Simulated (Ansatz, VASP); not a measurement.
# One calculation of RbBr, two programs

The input POSCAR:

```
RbBr
1.0
    4.1260773000      0.0000000000      0.0000000000
    0.0000000000      4.1260773000      0.0000000000
    0.0000000000      0.0000000000      4.1260773000
Rb Br
1 1
Direct
    0.0000000000      0.0000000000      0.0000000000
    0.5000000000      0.5000000000      0.5000000000
```

File INCAR.step1:

```
PREC     = Accurate       # precision mode
ENCUT    = 520            # plane-wave cutoff, eV
EDIFF    = 1E-5           # SCF threshold, eV
ISMEAR   = -1             # smearing method
SIGMA    = 0.05           # smearing width, eV
LREAL    = False          # projectors in reciprocal space
LASPH    = True           # aspherical terms in the spheres
NELM     = 80             # most SCF steps
ALGO     = Normal         # electronic algorithm
ISIF     = 2              # what is computed and relaxed
LWAVE    = True           # write WAVECAR
LCHARG   = False          # write CHGCAR
NBANDS   = 15             # bands
GGA      = PE             # functional
```

The input INCAR.step2:

```
PREC     = Accurate       # precision mode
ENCUT    = 520            # plane-wave cutoff, eV
EDIFF    = 1E-6           # SCF threshold, eV
ISMEAR   = -1             # smearing method
SIGMA    = 0.05           # smearing width, eV
LREAL    = False          # projectors in reciprocal space
LASPH    = True           # aspherical terms in the spheres
NELM     = 80             # most SCF steps
ALGO     = Normal         # electronic algorithm
ISIF     = 2              # what is computed and relaxed
LWAVE    = False          # write WAVECAR
LCHARG   = False          # write CHGCAR
GGA      = PE             # functional
LHFCALC  = True           # exact exchange
AEXX     = 0.05           # exact-exchange fraction
HFSCREEN = 0.2            # screening, 1/A
PRECFOCK = Normal       
NBANDS   = 15             # bands
ISTART   = 1
```

KPOINTS

```
Automatic mesh
0
Gamma
  4 4 4
```

The input input.yaml:

```yaml
crystal:
  lattice:
    - [4.1260773, 0.0, 0.0]
    - [0.0, 4.1260773, 0.0]
    - [0.0, 0.0, 4.1260773]
  atoms:
    - { symbol: Rb, position: [0.0, 0.0, 0.0] }
    - { symbol: Br, position: [0.5, 0.5, 0.5] }
hamiltonian:
  xc: { exchange: pbe, correlation: pbe, exx: { coeff: 0.05, omega: 0.2 } }
  pseudopotentials: { kind: paw }
kpoints:
  mp_grid: { grid: [4, 4, 4] }
scf:
  occupations: { method: fermi_dirac, width: 0.05 }
output:
  forces: true
  stress: true
  eigenvalues: true
```

Alike in both runs: task single point; functional PBE-based screened hybrid with a share of 0.05 of exact exchange and HFSCREEN = 0.2; k mesh 4 × 4 × 4; occupations fermi-dirac, width 0.05 eV; no spin polarisation.

|  | VASP | Ansatz |
| --- | --- | --- |
| version | VASP 6.6.1 | Ansatz 0.2.0 |
| potentials or method | VASP PAW PBE potentials, release 64 (Rb_sv, Br) | Ansatz PAW |
| plane-wave cutoff (eV) | 520 | 420 |
| valence electrons in the cell | 16 | 16 |

|  | VASP | Ansatz | Ansatz less VASP |
| --- | --- | --- | --- |
| gap on the k mesh at the Fermi level (eV) | 4.32 | 4.32 | 0.000 |
| least direct gap on the mesh (eV) | 4.47 | 4.47 | 0.000 |
| pressure (GPa) | 0.8 | 0.8 | -0.04 |

VASP's potentials were made for PBE, not for PBE-based screened hybrid.
